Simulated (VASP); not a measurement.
Write the native input for VASP 6.6.1 that does the following.

- Task: single point
- Functional: r2SCAN
- Potentials or basis: VASP PAW PBE potentials, release 64 (Au)
- Cutoff: 520 eV
- k mesh: 18 × 18 × 12
- Occupations: gaussian, width 0.1 eV
- Spin: no spin polarisation
- Dipole correction: no
- Further INCAR settings: ALGO = Normal; EDIFF = 1e-06; NBANDS = 18

Crystal: Au.

```
CELL_PARAMETERS angstrom
2.08281 2.08281 0.00000
-2.08281 2.08281 0.00000
0.00000 0.00000 4.16562
ATOMIC_POSITIONS crystal
Au 0.00000 0.00000 0.00000
Au 0.50000 0.50000 0.50000
```

This cell differs from its parent crystal: equal strain along all axes, cell held: +1.0 %.

One way to write it, as run:

POSCAR

```
Au
1.0
    2.0828117452      2.0828117452      0.0000000000
   -2.0828117452      2.0828117452      0.0000000000
    0.0000000000      0.0000000000      4.1656234904
Au
2
Direct
    0.0000000000      0.0000000000      0.0000000000
    0.5000000000      0.5000000000      0.5000000000
```

INCAR.step1

```
PREC = Accurate
ENCUT = 520
ISMEAR = 0
SIGMA = 0.1
LREAL = False
LASPH = True
NELM = 60
NBANDS = 18
GGA = PE
ALGO = Normal
EDIFF = 1E-4
LWAVE = True
LCHARG = False
```

INCAR.step2

```
PREC = Accurate
ENCUT = 520
EDIFF = 1E-6
ISMEAR = 0
SIGMA = 0.1
LREAL = False
LASPH = True
NELM = 60
ALGO = Normal
ISIF = 2
LWAVE = False
LCHARG = False
METAGGA = R2SCAN
LMIXTAU = True
NBANDS = 18
ISTART = 1
```

KPOINTS

```
regular mesh
0
Gamma
  18 18 12
```

Potentials or basis: VASP PAW PBE potentials, release 64 (Au).

Run with:

```sh
$ cat potpaw_PBE.64/Au/POTCAR > POTCAR
$ cp INCAR.step1 INCAR
$ mpirun -np 1 vasp_std > vasp.out
$ cp INCAR.step2 INCAR
$ mpirun -np 1 vasp_std > vasp.out
```

It gave:

The pressure is -4.0 GPa. The band gap on the k mesh is zero (band 11 reaches 13.05 eV, above the bottom of band 12 at 5.64 eV).

Caveat: the cell differs from its parent crystal (equal strain along all axes, cell held: +1.0 %); the PAW data sets were made with another functional, which shifts forces and pressure a little; spin-orbit coupling is left out, which moves the levels of the heavy elements.

Run time: 3.9 min on 1 thread of Intel(R) Xeon(R) 6975P-C (Granite Rapids), with other jobs on the host, peak memory 0.31 GiB.
